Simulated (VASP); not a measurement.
## FeSi2: single point with PBEsol

The system is FeSi2.

```
Fe Si
1.0
     2.70653    0.00000    0.00000
     0.00000    2.70653    0.00000
     0.00000    0.00000    5.14263
Fe Si
1 2
Direct
  0.00000 0.00000 0.00000
  0.50000 0.50000 0.27099
  0.50000 0.50000 0.72901
```

This cell differs from its parent crystal: volume scaled by 1.03, then relaxed in part.

```json
{"Program": "VASP 6.6.1", "Task": "single point", "Functional": "PBEsol", "Potentials or basis": "VASP PAW PBE potentials, release 64 (Fe, Si)", "Cutoff": "520 eV", "k mesh": "16 × 16 × 8", "Occupations": "gaussian, width 0.1 eV", "Spin": "no spin polarisation"}
```

```yaml
Pressure: -5.0 GPa
Largest_force: 0.014 eV/Å
Band_gap_on_the_k_mesh: zero (band 8 reaches 9.80 eV, above the bottom of band 9 at 9.49 eV)
```

Forces on the atoms (eV/Å):
```
Fe   0.000  0.000  0.000
Si   0.000  0.000  0.014
Si   0.000  0.000 -0.014
```

Stress tensor (GPa, compression positive):
```
-5.05  0.00  0.00
 0.00 -5.05  0.00
 0.00  0.00 -4.97
```

Levels at points of the mesh, in eV from the Fermi level:
| k point | band 5 | band 6 | band 7 | band 8 | band 9 | band 10 | band 11 | band 12 |
| --- | --- | --- | --- | --- | --- | --- | --- | --- |
| (0.00, 0.00, 0.00) | -1.59 | -1.48 | -1.48 | -0.64 | 4.42 | 4.42 | 6.51 | 7.11 |
| (0.50, 0.00, 0.00) | -3.72 | -3.09 | -2.05 | -1.07 | 0.11 | 1.39 | 2.27 | 7.92 |
| (0.50, 0.50, 0.00) | -4.40 | -3.27 | -2.18 | 0.13 | 0.29 | 2.55 | 2.99 | 2.99 |
| (0.00, 0.00, 0.50) | -2.28 | -1.53 | -1.53 | -0.64 | 2.46 | 5.55 | 5.55 | 6.37 |
| (0.50, 0.00, 0.50) | -3.09 | -2.36 | -2.04 | -1.08 | 0.55 | 2.34 | 4.75 | 4.96 |
| (0.50, 0.50, 0.50) | -3.27 | -3.27 | -1.73 | 0.13 | 0.41 | 0.41 | 1.22 | 2.67 |

Run time: 91 s on 1 thread of Intel Xeon 6975P-C, on a shared host, peak memory 0.25 GiB.

Caveat: the PAW data sets were made with another functional, which shifts forces and pressure a little. Spin polarisation is off, so any magnetic state and its effect on volume and gap are missing.
